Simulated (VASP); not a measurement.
Here is a VASP 6.6.1 calculation.

The input INCAR:

```
PREC = Accurate
ENCUT = 520
EDIFF = 1E-7
ISMEAR = 0
SIGMA = 0.15
LREAL = F
LASPH = T
NELM = 60
ALGO = Normal
ISIF = 2
LWAVE = F
LCHARG = F
GGA = PE
NBANDS = 14
```

Contents of KPOINTS:

```
regular mesh
0
Gamma
  20 20 20
```

POSCAR

```
AlNi
1.0
    2.9654106162      0.0000000000      0.0000000000
    0.0000000000      2.9654106162      0.0000000000
    0.0000000000      0.0000000000      2.9654106162
Al Ni
1 1
Direct
    0.0000000000      0.0000000000      0.0000000000
    0.5000000000      0.5000000000      0.5000000000
```

Potentials or basis: VASP PAW PBE potentials, release 64 (Al, Ni).

The run is started by

```sh
$ cat potpaw_PBE.64/Al/POTCAR potpaw_PBE.64/Ni/POTCAR > POTCAR
$ mpirun -np 1 vasp_std > vasp.out
```

Problem. Predict the pressure.

Solution. -10.0 GPa.

Problem. Predict the band gap on the k mesh.

Solution. Zero (an odd number of electrons rules out a gap without spin polarisation).

Caveat: the cell differs from its parent crystal (strain +0.025 along x and y, +0.025 along z); the cell stands under tension. Spin polarisation is off, so any magnetic state and its effect on volume and gap are missing.
